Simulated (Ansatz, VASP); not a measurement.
## LiNbO3 in VASP and in Ansatz

```
Li Nb O
1.0
     2.59475    1.49808    4.67149
    -2.59475    1.49808    4.67149
     0.00000   -2.99616    4.67149
Li Nb O
2 2 6
Cartesian
  0.0000 0.0000 3.9465
  0.0000 0.0000 10.9537
  0.0000 0.0000 0.0064
  0.0000 0.0000 7.0136
  -0.6428 -1.4586 5.5579
  1.5846 0.1727 5.5579
  -0.9418 1.2860 5.5579
  -1.6529 -0.2121 7.8937
  0.6428 1.5375 7.8937
  1.0101 -1.3254 7.8937
```

Alike in both runs: functional PBE; k mesh 6 × 6 × 6; occupations gaussian, width 0.02 eV; no spin polarisation.

Ansatz relaxed the structure, and its values are those at the end. VASP's run is a single point on that final structure, the one shown.

|  | VASP | Ansatz |
| --- | --- | --- |
| version | VASP 6.6.1 | Ansatz 0.2.0 |
| potentials or method | VASP PAW PBE potentials, release 64 (Li_sv, Nb_sv, O), cutoff 520 eV | scalar-relativistic, plane waves, PAW |
| valence electrons in the cell | 68 | 68 |

```csv
,VASP,Ansatz,Ansatz less VASP
gap on the k mesh at the Fermi level (eV),3.56,3.57,+0.013
least direct gap on the mesh (eV),3.57,3.59,+0.012
rms of the force components (eV/Å),0.008,0.002,-0.0068
```

Noted on VASP's run: the cutoff is short for stress, so the pressure is rough.
